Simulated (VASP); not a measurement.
# ZnSe2 (Pbca) in VASP: further runs

The runs below take ZnSe2 through single point, with PBEsol.

Everything below comes from runs of VASP 6.6.1. Logs are shortened: lines on timing, memory, paths and dates and some standing lists are left out, and cuts for length are marked.

**1. The cell of the first run**

Symmetry: Pbca, No. 61, orthorhombic system. The conventional cell has a = 5.993 Å, b = 5.993 Å, c = 6.761 Å, α = 90.00°, β = 90.00°, γ = 90.00°. Zn (site symmetry -1) has 6 Se at 2.54 to 2.80 Å within 3.4 Å. Se (site symmetry 1) has 1 Se at 2.38 Å and 3 Zn at 2.54 to 2.80 Å within 3.1 Å.

**2. Single point, PBEsol (20.24 Å³/atom)**

Contents of INCAR:

```
SYSTEM = ZnSe2
  PREC = Accurate
  ENCUT = 520
  EDIFF = 1E-6
  ISMEAR = 0
  SIGMA = 0.05
  LREAL = .FALSE.
  LASPH = .TRUE.
  NELM = 60
  ALGO = Normal
  ISIF = 2
  LWAVE = .FALSE.
  LCHARG = .TRUE.
  GGA = PS
  LELF = .TRUE.
  LVHAR = .TRUE.
  NBANDS = 60
```

Contents of KPOINTS:

```
Automatic mesh
0
G
  6 6 6
  0 0 0
```

Contents of POSCAR:

```
ZnSe2
1.0
    5.9930540272      0.0000000000      0.0000000000
    0.0000000000      5.9930540272      0.0000000000
    0.0000000000      0.0000000000      6.7613635535
Zn Se
4 8
Direct
    0.5000000000      0.5000000000      0.0000000000
    0.5000000000      0.0000000000      0.5000000000
    0.0000000000      0.5000000000      0.5000000000
    0.0000000000      0.0000000000      0.0000000000
    0.1099579274      0.8900420726      0.3900420726
    0.8900420726      0.3900420726      0.1099579274
    0.3900420726      0.1099579274      0.8900420726
    0.6099579274      0.6099579274      0.6099579274
    0.8900420726      0.1099579274      0.6099579274
    0.1099579274      0.6099579274      0.8900420726
    0.6099579274      0.8900420726      0.1099579274
    0.3900420726      0.3900420726      0.3900420726
```

Potentials or basis: VASP PAW PBE potentials, release 64 (Zn, Se).

Command:

```console
$ cat potpaw_PBE.64/Zn/POTCAR potpaw_PBE.64/Se/POTCAR > POTCAR
$ mpirun -np 1 vasp_std > vasp.out
```

OUTCAR:

```text
SYSTEM = ZnSe2
   PREC = Accurate
   ENCUT = 520
   EDIFF = 1E-6
   ISMEAR = 0
   LREAL = .FALSE.
   LASPH = .TRUE.
   NELM = 60
   ISIF = 2
   GGA = PS

 ion  position               nearest neighbor table
   1  0.500  0.500  0.000-   6 2.54   7 2.54  10 2.54  11 2.54   8 2.80  12 2.80
   2  0.500  0.000  0.500-   5 2.54   8 2.54   9 2.54  12 2.54  11 2.80   7 2.80
   3  0.000  0.500  0.500-   5 2.54   8 2.54   9 2.54  12 2.54  10 2.80   6 2.80
   4  0.000  0.000  0.000-   6 2.54   7 2.54  10 2.54  11 2.54   5 2.80   9 2.80
   5  0.110  0.890  0.390-   9 2.38   3 2.54   2 2.54   4 2.80
   6  0.890  0.390  0.110-  10 2.38   4 2.54   1 2.54   3 2.80
   7  0.390  0.110  0.890-  11 2.38   4 2.54   1 2.54   2 2.80
   8  0.610  0.610  0.610-  12 2.38   3 2.54   2 2.54   1 2.80
   9  0.890  0.110  0.610-   5 2.38   3 2.54   2 2.54   4 2.80
  10  0.110  0.610  0.890-   6 2.38   4 2.54   1 2.54   3 2.80
  11  0.610  0.890  0.110-   7 2.38   4 2.54   1 2.54   2 2.80
  12  0.390  0.390  0.390-   8 2.38   3 2.54   2 2.54   1 2.80

  LATTYP: Found a simple tetragonal cell.
 ALAT       =     5.9930540272
 C/A-ratio  =     1.1282000000

  Lattice vectors:

 A1 = (   5.9930540272,   0.0000000000,   0.0000000000)
 A2 = (   0.0000000000,   5.9930540272,   0.0000000000)
 A3 = (   0.0000000000,   0.0000000000,   6.7613635535)

Analysis of symmetry for initial positions (statically):
=====================================================================
 Subroutine PRICEL returns:
 Original cell was already a primitive cell.

 Routine SETGRP: Setting up the symmetry group for a
 simple tetragonal supercell.

 Subroutine GETGRP returns: Found  8 space group operations
 (whereof  2 operations were pure point group operations)
 out of a pool of 16 trial point group operations.

The static configuration has the point symmetry S_2 .
 The point group associated with its full space group is D_2h.

Analysis of symmetry for dynamics (positions and initial velocities):
=====================================================================
 Subroutine PRICEL returns:
 Original cell was already a primitive cell.

 Routine SETGRP: Setting up the symmetry group for a
 simple tetragonal supercell.

 Subroutine GETGRP returns: Found  8 space group operations
 (whereof  2 operations were pure point group operations)
 out of a pool of 16 trial point group operations.

[... 131 lines left out ...]
   PSTRESS=    0.0 pullay stress
   NELECT =      96.0000    total number of electrons
   NUPDOWN=      -1.0000    fix difference up-down
   EMIN   =  10.00;   EMAX   =-10.00  energy-range for DOS
   EFERMI =   0.00;   METHOD = LEGACY
   ISMEAR =     0;   SIGMA  =   0.05  broadening in eV -4-tet -1-fermi 0-gaus
   EFERMI_NEDOS =   21; number of points for ismear=-14 and -15
   IALGO  =     38    algorithm
   IMIX   =      4    mixing-type and parameters
     AMIX     =   0.40;   BMIX     =  1.00
     AMIX_MAG =   1.60;   BMIX_MAG =  1.00
  volume/ion in A,a.u.               =      20.24       136.57
  Fermi-wavevector in a.u.,A,eV,Ry     =   1.201494  2.270495 19.641212  1.443588
  Thomas-Fermi vector in A             =   2.337301
   LORBIT       =      0    0 simple, 1 ext, 2 COOP (PROOUT), +10 PAW based schemes
   GGA     = PS    functional components
   LHFCALC =     F    Hartree Fock is set to
   AEXX    =    0.0000 exact exchange contribution
   IVDW    =     0    specifies the selected vdW correction
   LEPSILON=     F    determine dielectric tensor
   LRPA    =     F    only Hartree local field effects (RPA)
 non-spin polarized calculation
 Gauss-broadening in eV      SIGMA  =   0.05
  energy-cutoff  :      520.00
  volume of cell :      242.85
 maximum number of plane-waves:      6576
 NGX is ok and might be reduce to    48
   NGX = 23   NGY = 23   NGZ = 25

 number of electron      96.0000054 magnetization

 Free energy of the ion-electron system (eV)
  ---------------------------------------------------
  ext. energy  EPLUGINS =         0.00000000
  ---------------------------------------------------
  free energy    TOTEN  =       -40.88967119 eV

  energy without entropy =      -40.88967119  energy(sigma->0) =      -40.88967119

 E-fermi :   4.5715     XC(G=0): -10.3644

 val. band max:        4.4090088133   @ k =   0.0000   0.0000   0.0000
 cond. band min:       4.7487197589   @ k =   0.1667   0.1667   0.1667
 fundamental gap:      0.3397109456
 Fermi energy:         4.5715171384

 k-point     1 :       0.0000    0.0000    0.0000
  band No.  band energies     occupation
      1     -11.6360      2.00000
      2     -10.6626      2.00000
      3     -10.3518      2.00000
      4     -10.3106      2.00000
      5      -8.5370      2.00000
      6      -8.1720      2.00000
[... 1501 lines left out ...]
     59       9.2132      0.00000
     60       9.5773      0.00000

 [... further k-points ...]

------------------------ aborting loop because EDIFF is reached ----------------------------------------

  FORCE on cell =-STRESS in cart. coord.  units (eV):
  Direction    XX          YY          ZZ          XY          YZ          ZX
  --------------------------------------------------------------------------------------
  -------------------------------------------------------------------------------------
  Total        4.7855538      4.9949317     -3.5172551      0.0000000      0.0000000      0.0000000
  in kB       31.5727279     32.9541008    -23.2051175      0.0000000      0.0000000      0.0000000
  external PRESSURE =      13.7739037 kB  Pullay stress =       0.0000000 kB

 VOLUME and BASIS-vectors are now :
 -----------------------------------------------------------------------------
  energy-cutoff  :      520.00
  volume of cell :      242.85
      direct lattice vectors                 reciprocal lattice vectors
     5.993054027  0.000000000  0.000000000     0.166859834  0.000000000  0.000000000
     0.000000000  5.993054027  0.000000000     0.000000000  0.166859834  0.000000000
     0.000000000  0.000000000  6.761363553     0.000000000  0.000000000  0.147899161

 POSITION                                       TOTAL-FORCE (eV/Angst)
 -----------------------------------------------------------------------------------
      2.99653      2.99653      0.00000         0.000000      0.000000     -0.000000
      2.99653      0.00000      3.38068         0.000000      0.000000     -0.000000
      0.00000      2.99653      3.38068         0.000000      0.000000     -0.000000
      0.00000      0.00000      0.00000         0.000000      0.000000     -0.000000
      0.65898      5.33407      2.63722        -0.089231     -0.043962      0.070753
      5.33407      2.33754      0.74347         0.089231     -0.043962     -0.070753
      2.33754      0.65898      6.01790         0.089231      0.043962      0.070753
      3.65551      3.65551      4.12415        -0.089231      0.043962     -0.070753
      5.33407      0.65898      4.12415         0.089231      0.043962     -0.070753
      0.65898      3.65551      6.01790        -0.089231      0.043962      0.070753
      3.65551      5.33407      0.74347        -0.089231     -0.043962     -0.070753
      2.33754      2.33754      2.63722         0.089231     -0.043962      0.070753
 -----------------------------------------------------------------------------------
    total drift:                                0.000000      0.000000     -0.000000

  FREE ENERGIE OF THE ION-ELECTRON SYSTEM (eV)
  ---------------------------------------------------
  free  energy   TOTEN  =       -40.8896711923 eV

  energy  without entropy=      -40.8896711853  energy(sigma->0) =      -40.88967119
```

stdout:

```text
POSCAR found type information on POSCAR ZnSe
 POSCAR found :  2 types and      12 ions
 scaLAPACK will be used
 -----------------------------------------------------------------------------
|                                                                             |
|                                                                             |
|     You enforced a specific xc type in the INCAR file but a different       |
|     I HOPE YOU KNOW WHAT YOU ARE DOING!                                     |
|                                                                             |
 -----------------------------------------------------------------------------

 LDA part: xc-table for (Slater+PW92), standard interpolation
 POSCAR, INCAR and KPOINTS ok, starting setup
 FFT: planning ... GRIDC
 FFT: planning ... GRID_SOFT
 FFT: planning ... GRID
 WAVECAR not read
 entering main loop
```

It took 8.2 min on 1 thread of Intel Xeon 6975P-C (Granite Rapids), shared host; peak memory 0.77 GiB.

What came out:

* Free energy: -40.8897 eV
* Pressure: 1.4 GPa
* Largest force: 0.122 eV/Å
* Band gap on the k mesh: 0.34 eV (least direct gap 0.48 eV)

Forces on the atoms (eV/Å):
```
Zn   0.000  0.000  0.000
Zn   0.000  0.000  0.000
Zn   0.000  0.000  0.000
Zn   0.000  0.000  0.000
Se  -0.089 -0.044  0.071
Se   0.089 -0.044 -0.071
Se   0.089  0.044  0.071
Se  -0.089  0.044 -0.071
Se   0.089  0.044 -0.071
Se  -0.089  0.044  0.071
Se  -0.089 -0.044 -0.071
Se   0.089 -0.044  0.071
```

Stress tensor (GPa, compression positive):
```
 3.16  0.00  0.00
 0.00  3.30  0.00
 0.00  0.00 -2.32
```

Caveat: the stress differs along the axes, from -2 to 3 GPa; the PAW data sets were made with another functional, which shifts forces and pressure a little. A k mesh can miss the band edges.

(Part 1 of 2 ends here.)
